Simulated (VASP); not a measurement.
# Al (I4/mmm) in VASP: a series of runs

The runs below take Al through single point, with r2SCAN.

All numbers are computed with VASP 6.6.1; they aren't measurements. Logs are shortened: lines on timing, memory, paths and dates and some standing lists are left out, and cuts for length are marked.

### Step 1. The cell of the first run

It takes space group I4/mmm (No. 139, tetragonal). Conventional cell: a = 3.189 Å, b = 3.189 Å, c = 2.934 Å, α = 90.00°, β = 90.00°, γ = 90.00°. Al (site symmetry 4/mmm) has 14 Al at 2.69 to 3.19 Å within 3.5 Å.

### Step 2. Single point, r2SCAN (strain +0.000 along x and y, -0.080 along z)

POSCAR reads:

```
Al
1.0
   -1.5943685756      1.5943685756      1.4668190896
    1.5943685756     -1.5943685756      1.4668190896
    1.5943685756      1.5943685756     -1.4668190896
Al
1
Direct
    0.0000000000      0.0000000000      0.0000000000
```

INCAR.step1 reads:

```
ALGO = Normal
EDIFF = 1E-4
ENCUT = 520
GGA = PE
ISMEAR = 0
LASPH = T
LCHARG = F
LREAL = F
LWAVE = T
NBANDS = 8
NELM = 100
PREC = Accurate
SIGMA = 0.15
```

INCAR.step2 reads:

```
ALGO = Normal
EDIFF = 1E-6
ENCUT = 520
ISIF = 2
ISMEAR = 0
ISTART = 1
LASPH = T
LCHARG = F
LMIXTAU = T
LREAL = F
LWAVE = F
METAGGA = R2SCAN
NBANDS = 8
NELM = 100
PREC = Accurate
SIGMA = 0.15
```

KPOINTS reads:

```
k-points
0
Gamma
  26 26 26
```

Potentials or basis: VASP PAW PBE potentials, release 64 (Al).

Run with:

```sh
$ cat potpaw_PBE.64/Al/POTCAR > POTCAR
$ cp INCAR.step1 INCAR
$ mpirun -np 1 vasp_std > vasp.out
$ cp INCAR.step2 INCAR
$ mpirun -np 1 vasp_std > vasp.out
```

OUTCAR:

```text
EDIFF = 1E-6
   ENCUT = 520
   ISIF = 2
   ISMEAR = 0
   ISTART = 1
   LASPH = T
   LREAL = F
   METAGGA = R2SCAN
   NELM = 100
   PREC = Accurate

 ion  position               nearest neighbor table
   1  0.000  0.000  0.000-

  LATTYP: Found a body centered tetragonal cell.
 ALAT       =     3.1887371512
 C/A-ratio  =     0.9200000000

  Lattice vectors:

 A1 = (  -1.5943685756,   1.5943685756,   1.4668190896)
 A2 = (   1.5943685756,  -1.5943685756,   1.4668190896)
 A3 = (   1.5943685756,   1.5943685756,  -1.4668190896)

Analysis of symmetry for initial positions (statically):
=====================================================================
 Subroutine PRICEL returns:
 Original cell was already a primitive cell.

 Routine SETGRP: Setting up the symmetry group for a
 body centered tetragonal supercell.

 Subroutine GETGRP returns: Found 16 space group operations
 (whereof 16 operations were pure point group operations)
 out of a pool of 16 trial point group operations.

The static configuration has the point symmetry D_4h.

Analysis of symmetry for dynamics (positions and initial velocities):
=====================================================================
 Subroutine PRICEL returns:
 Original cell was already a primitive cell.

 Routine SETGRP: Setting up the symmetry group for a
 body centered tetragonal supercell.

 Subroutine GETGRP returns: Found 16 space group operations
 (whereof 16 operations were pure point group operations)
 out of a pool of 16 trial point group operations.

The dynamic configuration has the point symmetry D_4h.

 Subroutine INISYM returns: Found 16 space group operations
 (whereof 16 operations are pure point group operations),
 and found     1 'primitive' translations

----------------------------------------------------------------------------------------

                                     Primitive cell

  volume of cell :      14.9147

  direct lattice vectors                    reciprocal lattice vectors
    -1.594368576  1.594368576  1.466819090     0.000000000  0.313603772  0.340873666
     1.594368576 -1.594368576  1.466819090     0.313603772  0.000000000  0.340873666
     1.594368576  1.594368576 -1.466819090     0.313603772  0.313603772  0.000000000

  length of vectors
     2.689903446  2.689903446  2.689903446     0.463186984  0.463186984  0.443502708

  position of ions in fractional coordinates (direct lattice)
     0.000000000  0.000000000  0.000000000

  ion indices of the primitive-cell ions
   primitive index   ion index
                 1           1

----------------------------------------------------------------------------------------

 KPOINTS: k-points

Automatic generation of k-mesh.
 Grid dimensions read from file:
 generate k-points for:   26   26   26

 Generating k-lattice:

  Cartesian coordinates                     Fractional coordinates (reciprocal lattice)
     0.000000000  0.012061684  0.013110526     0.038461538 -0.000000000  0.000000000
     0.012061684  0.000000000  0.013110526    -0.000000000  0.038461538  0.000000000
     0.012061684  0.012061684  0.000000000     0.000000000  0.000000000  0.038461538

  Length of vectors
     0.017814884  0.017814884  0.017057796

  Shift w.r.t. Gamma in fractional coordinates (k-lattice)
     0.000000000  0.000000000  0.000000000

 Subroutine IBZKPT returns following result:
 ===========================================

 Found   1330 irreducible k-points:

 Following reciprocal coordinates:
            Coordinates               Weight
  0.000000  0.000000  0.000000      1.000000
  0.038462  0.000000 -0.000000      8.000000
  0.076923  0.000000 -0.000000      8.000000
  0.115385  0.000000  0.000000      8.000000
  0.153846  0.000000 -0.000000      8.000000
  0.192308 -0.000000  0.000000      8.000000
[... 16 lines left out ...]
  0.346154  0.038462 -0.000000     16.000000
  0.384615  0.038462 -0.000000     16.000000
 [... further k-points ...]
   k-points           NKPTS =   1330   k-points in BZ     NKDIM =   1330   number of bands    NBANDS=      8
   number of dos      NEDOS =    301   number of ions     NIONS =      1
   total plane-waves  NPLWV =   8000
   dimension x,y,z NGX =    20 NGY =   20 NGZ =   20
   dimension x,y,z NGXF=    40 NGYF=   40 NGZF=   40
   ions per type =               1
   NGX,Y,Z   is equivalent  to a cutoff of  12.36, 12.36, 12.36 a.u.
   NGXF,Y,Z  is equivalent  to a cutoff of  24.72, 24.72, 24.72 a.u.
 SYSTEM =  unknown system
   PREC   = accura    normal or accurate (medium, high low for compatibility)
   ISTART =      1    job   : 0-new  1-cont  2-samecut
   ICHARG =      0    charge: 1-file 2-atom 10-const
   ISPIN  =      1    spin polarized calculation?
   LNONCOLLINEAR =      F non collinear calculations
   LSORBIT =      F    spin-orbit coupling
   LASPH  =      T    aspherical Exc in radial PAW
   ENCUT  =  520.0 eV  38.22 Ry    6.18 a.u.   5.00  5.00  5.00*2*pi/ulx,y,z
   NELM   =    100;   NELMIN=  2; NELMDL=  0     # of ELM steps
   EDIFF  = 0.1E-05   stopping-criterion for ELM
   LREAL  =      F    real-space projection
   EDIFFG = 0.1E-04   stopping-criterion for IOM
   NSW    =      0    number of steps for IOM
   IBRION =     -1    ionic relax: 0-MD 1-quasi-New 2-CG
   NFREE  =      0    steps in history (QN), initial steepest desc. (CG)
   ISIF   =      2    stress and relaxation
   ISYM   =      2    0-nonsym 1-usesym 2-fastsym
   POTIM  = 0.5000    time-step for ionic-motion
   TEBEG  =    0.0;   TEEND  =   0.0 temperature during run
   PSTRESS=    0.0 pullay stress
   NELECT =       3.0000    total number of electrons
   NUPDOWN=      -1.0000    fix difference up-down
   EMIN   =  10.00;   EMAX   =-10.00  energy-range for DOS
   EFERMI =   0.00;   METHOD = LEGACY
   ISMEAR =     0;   SIGMA  =   0.15  broadening in eV -4-tet -1-fermi 0-gaus
   EFERMI_NEDOS =   21; number of points for ismear=-14 and -15
   IALGO  =     38    algorithm
   IMIX   =      4    mixing-type and parameters
     AMIX     =   0.40;   BMIX     =  1.00
     AMIX_MAG =   1.60;   BMIX_MAG =  1.00
  volume/ion in A,a.u.               =      14.91       100.65
  Fermi-wavevector in a.u.,A,eV,Ry     =   0.959203  1.812631 12.518321  0.920071
  Thomas-Fermi vector in A             =   2.088378
   LORBIT       =      0    0 simple, 1 ext, 2 COOP (PROOUT), +10 PAW based schemes
   METAGGA = R2SCAN    functional components
   LHFCALC =     F    Hartree Fock is set to
   AEXX    =    0.0000 exact exchange contribution
   IVDW    =     0    specifies the selected vdW correction
   LEPSILON=     F    determine dielectric tensor
   LRPA    =     F    only Hartree local field effects (RPA)
 non-spin polarized calculation
 Gauss-broadening in eV      SIGMA  =   0.15
  energy-cutoff  :      520.00
  volume of cell :       14.91
 maximum number of plane-waves:       418
   NGX =  9   NGY =  9   NGZ =  9

 number of electron       3.0000000 magnetization

 Free energy of the ion-electron system (eV)
  ---------------------------------------------------
  ext. energy  EPLUGINS =         0.00000000
  ---------------------------------------------------
  free energy    TOTEN  =        -6.60583846 eV

  energy without entropy =       -6.60175005  energy(sigma->0) =       -6.60379425

 E-fermi :   9.1373     XC(G=0): -11.2966

 val. band max:        9.1353491933   @ k =   0.3462   0.2692   0.1154
 cond. band min:       9.1408127464   @ k =   0.4615   0.1538   0.1154
 fundamental gap:      0.0054635531
 Fermi energy:         9.1372587355

 k-point     1 :       0.0000    0.0000    0.0000
  band No.  band energies     occupation
      1      -3.4673      2.00000
      2      22.3721      0.00000
      3      24.6924      0.00000
      4      24.6925      0.00000
      5      25.8082      0.00000
      6      25.8082      0.00000
      7      25.8486      0.00000
      8      27.5542      0.00000

 k-point     2 :       0.0385    0.0000   -0.0000
  band No.  band energies     occupation
      1      -3.4175      2.00000
      2      22.1391      0.00000
      3      24.1061      0.00000
      4      24.3795      0.00000
      5      25.0536      0.00000
      6      26.1620      0.00000
      7      26.4136      0.00000
      8      27.6797      0.00000

 k-point     3 :       0.0769    0.0000   -0.0000
  band No.  band energies     occupation
      1      -3.2681      2.00000
      2      21.6008      0.00000
      3      22.6594      0.00000
      4      23.6929      0.00000
      5      24.2672      0.00000
      6      26.7965      0.00000
      7      26.9775      0.00000
      8      27.1291      0.00000

 k-point     4 :       0.1154    0.0000    0.0000
  band No.  band energies     occupation
      1      -3.0195      2.00000
      2      20.8814      0.00000
      3      20.9666      0.00000
      4      22.8850      0.00000
      5      23.5407      0.00000
      6      26.1244      0.00000
      7      27.5628      0.00000
      8      28.0318      0.00000

 k-point     5 :       0.1538    0.0000   -0.0000
  band No.  band energies     occupation
      1      -2.6723      2.00000
      2      19.0270      0.00000
      3      20.3347      0.00000
      4      22.0714      0.00000
      5      22.8574      0.00000
      6      25.4321      0.00000
      7      28.0349      0.00000
      8      29.0569      0.00000

 k-point     6 :       0.1923   -0.0000    0.0000
  band No.  band energies     occupation
      1      -2.2273      2.00000
      2      17.1829      0.00000
      3      19.7441      0.00000
      4      21.3038      0.00000
      5      22.2271      0.00000
      6      24.7924      0.00000
      7      28.4538      0.00000
      8      29.6084      0.00000

 k-point     7 :       0.2308    0.0000   -0.0000
  band No.  band energies     occupation
      1      -1.6855      2.00000
      2      15.3834      0.00000
      3      19.2114      0.00000
      4      20.6060      0.00000
      5      21.6601      0.00000
      6      24.2043      0.00000
      7      28.8574      0.00000
      8      30.2787      0.00000

 k-point     8 :       0.2692    0.0000    0.0000
  band No.  band energies     occupation
      1      -1.0482      2.00000
      2      13.6450      0.00000
      3      18.7441      0.00000
      4      19.9902      0.00000
      5      21.1635      0.00000
      6      23.6725      0.00000
      7      29.2863      0.00000
      8      31.0405      0.00000

 k-point     9 :       0.3077    0.0000   -0.0000
  band No.  band energies     occupation
      1      -0.3171      2.00000
      2      11.9767      0.00000
      3      18.3461      0.00000
      4      19.4631      0.00000
      5      20.7411      0.00000
      6      23.2044      0.00000
      7      29.7607      0.00000
      8      31.8734      0.00000

 k-point    10 :       0.3462    0.0000   -0.0000
  band No.  band energies     occupation
      1       0.5057      2.00000
      2      10.3845      0.00000
      3      18.0192      0.00000
      4      19.0286      0.00000
      5      20.3950      0.00000
      6      22.8083      0.00000
      7      30.2853      0.00000
      8      32.7575      0.00000
[... 78 lines left out ...]
 k-point    18 :       0.1538    0.0385    0.0000
  band No.  band energies     occupation
      1      -2.4085      2.00000
      2      18.0435      0.00000
      3      20.1845      0.00000
      4      20.8412      0.00000
      5      23.2062      0.00000
      6      24.9513      0.00000
      7      27.4994      0.00000
      8      29.1543      0.00000

 k-point    19 :       0.1923    0.0385    0.0000
  band No.  band energies     occupation
      1      -1.9110      2.00000
      2      16.2270      0.00000
      3      19.5642      0.00000
      4      20.1652      0.00000
      5      22.5921      0.00000
      6      24.4066      0.00000
      7      27.8132      0.00000
      8      30.2221      0.00000

 k-point    20 :       0.2308    0.0385   -0.0000
  band No.  band energies     occupation
      1      -1.3175      2.00000
      2      14.4622      0.00000
      3      18.9724      0.00000
      4      19.6034      0.00000
      5      22.0287      0.00000
      6      23.9168      0.00000
      7      28.1712      0.00000
      8      31.2000      0.00000

 k-point    21 :       0.2692    0.0385    0.0000
  band No.  band energies     occupation
      1      -0.6294      2.00000
      2      12.7626      0.00000
      3      18.4264      0.00000
      4      19.1504      0.00000
      5      21.5288      0.00000
      6      23.4864      0.00000
      7      28.5945      0.00000
      8      32.1237      0.00000

 k-point    22 :       0.3077    0.0385   -0.0000
  band No.  band energies     occupation
      1       0.1514      2.00000
      2      11.1359      0.00000
      3      17.9440      0.00000
      4      18.7953      0.00000
      5      21.0992      0.00000
      6      23.1228      0.00000
      7      29.0882      0.00000
      8      33.0351      0.00000

 k-point    23 :       0.3462    0.0385   -0.0000
  band No.  band energies     occupation
      1       1.0221      2.00000
      2       9.5879      0.00002
      3      17.5368      0.00000
      4      18.5306      0.00000
      5      20.7435      0.00000
      6      22.8339      0.00000
      7      29.6496      0.00000
      8      33.9259      0.00000

 k-point    24 :       0.3846    0.0385   -0.0000
  band No.  band energies     occupation
      1       1.9778      2.00000
      2       8.1251      2.00000
      3      17.2109      0.00000
      4      18.3524      0.00000
      5      20.4637      0.00000
      6      22.6261      0.00000
      7      30.2689      0.00000
      8      34.7305      0.00000

 [... further k-points ...]
[... 5 lines left out ...]
  --------------------------------------------------------------------------------------
  -------------------------------------------------------------------------------------
  Total        0.7945459      0.7945459      0.6239631      0.0000000     -0.0000000      0.0000000
  in kB       85.3523681     85.3523681     67.0278844      0.0000000     -0.0000000      0.0000000
  external PRESSURE =      79.2442068 kB  Pullay stress =       0.0000000 kB

 VOLUME and BASIS-vectors are now :
 -----------------------------------------------------------------------------
  energy-cutoff  :      520.00
  volume of cell :       14.91
      direct lattice vectors                 reciprocal lattice vectors
    -1.594368576  1.594368576  1.466819090     0.000000000  0.313603772  0.340873666
     1.594368576 -1.594368576  1.466819090     0.313603772  0.000000000  0.340873666
     1.594368576  1.594368576 -1.466819090     0.313603772  0.313603772  0.000000000

 POSITION                                       TOTAL-FORCE (eV/Angst)
 -----------------------------------------------------------------------------------
      0.00000      0.00000      0.00000        -0.000000      0.000000     -0.000000
 -----------------------------------------------------------------------------------
    total drift:                                0.000000      0.000000      0.000000

  FREE ENERGIE OF THE ION-ELECTRON SYSTEM (eV)
  ---------------------------------------------------
  free  energy   TOTEN  =        -6.6058384570 eV

  energy  without entropy=       -6.6017500463  energy(sigma->0) =       -6.60379425
```

Run time: 2.8 min. Hardware: 1 thread of Intel Xeon 6975P-C (Granite Rapids), shared host; peak memory 0.24 GiB.

Results:

```
Free energy            : -6.6058 eV
Pressure               : 7.9 GPa
Band gap on the k mesh : zero (an odd number of electrons rules out a gap without spin polarisation)
```

Levels at points of the mesh, in eV from the Fermi level:
| k point | band 1 | band 2 | band 3 | band 4 | band 5 | band 6 |
| --- | --- | --- | --- | --- | --- | --- |
| (0.00, 0.00, 0.00) | -12.60 | 13.23 | 15.56 | 15.56 | 16.67 | 16.67 |
| (0.50, 0.00, 0.00) | -4.93 | -3.82 | 8.30 | 9.11 | 10.64 | 12.94 |
| (0.50, 0.50, 0.00) | -5.43 | -4.69 | 10.37 | 11.04 | 13.01 | 13.69 |
| (0.50, 0.50, 0.50) | 1.33 | 1.33 | 2.27 | 2.95 | 4.10 | 8.26 |

Caveat: the cell differs from its parent crystal (strain +0.000 along x and y, -0.080 along z); the cell stands under pressure; the PAW data sets were made with another functional, which shifts forces and pressure a little.

### Step 3. Single point, r2SCAN (strain +0.040 along x and y, -0.080 along z)

POSCAR reads:

```
Al
1.0
   -1.6581433186      1.6581433186      1.4668190896
    1.6581433186     -1.6581433186      1.4668190896
    1.6581433186      1.6581433186     -1.4668190896
Al
1
Direct
    0.0000000000      0.0000000000      0.0000000000
```

INCAR.step1 reads:

```
SYSTEM = Al
PREC     = Accurate       ! precision mode
ENCUT    = 520            ! plane-wave cutoff, eV
ISMEAR   = 0              ! smearing method
SIGMA    = 0.15           ! smearing width, eV
LREAL    = .False.        ! projectors in reciprocal space
LASPH    = .True.         ! aspherical terms in the spheres
NELM     = 100            ! most SCF steps
NBANDS   = 8              ! bands
GGA      = PE             ! functional
ALGO     = Normal         ! electronic algorithm
EDIFF    = 1E-4           ! SCF threshold, eV
LWAVE    = .True.         ! write WAVECAR
LCHARG   = .False.        ! write CHGCAR
```

INCAR.step2 reads:

```
SYSTEM = Al
PREC     = Accurate       ! precision mode
ENCUT    = 520            ! plane-wave cutoff, eV
EDIFF    = 1E-7           ! SCF threshold, eV
ISMEAR   = 0              ! smearing method
SIGMA    = 0.15           ! smearing width, eV
LREAL    = .False.        ! projectors in reciprocal space
LASPH    = .True.         ! aspherical terms in the spheres
NELM     = 100            ! most SCF steps
ALGO     = Normal         ! electronic algorithm
ISIF     = 2              ! what is computed and relaxed
LWAVE    = .False.        ! write WAVECAR
LCHARG   = .False.        ! write CHGCAR
METAGGA  = R2SCAN         ! meta-GGA
LMIXTAU  = .True.       
NBANDS   = 8              ! bands
ISTART   = 1
```

KPOINTS reads:

```
Automatic mesh
0
Gamma
  26 26 26
  0 0 0
```

Potentials or basis: VASP PAW PBE potentials, release 64 (Al).

Run with:

```sh
$ cat potpaw_PBE.64/Al/POTCAR > POTCAR
$ cp INCAR.step1 INCAR
$ mpirun -np 1 vasp_std > vasp.out
$ cp INCAR.step2 INCAR
$ mpirun -np 1 vasp_std > vasp.out
```

Wall time 3 min (1 thread of Intel Xeon 6975P-C (Granite Rapids), shared host); peak memory 0.26 GiB.

It converged, with:

* Free energy: -6.6395 eV
* Pressure: 0.2 GPa
* Band gap on the k mesh: zero (an odd number of electrons rules out a gap without spin polarisation)

Stress tensor (GPa, compression positive):
```
 0.96  0.00  0.00
 0.00  0.96  0.00
 0.00  0.00 -1.34
```

Levels at points of the mesh, in eV from the Fermi level:
```csv
k point,band 1,band 2,band 3,band 4,band 5,band 6
"(0.00, 0.00, 0.00)",-12.01,12.22,14.99,14.99,15.51,15.51
"(0.50, 0.00, 0.00)",-4.52,-3.54,7.92,8.31,9.81,12.08
"(0.50, 0.50, 0.00)",-5.21,-4.81,10.87,10.99,13.17,13.27
"(0.50, 0.50, 0.50)",0.88,0.88,2.25,2.74,4.78,7.86
```

Caveat: the cell differs from its parent crystal (strain +0.040 along x and y, -0.080 along z); the PAW data sets were made with another functional, which shifts forces and pressure a little.

(Part 1 of 2 ends here.)
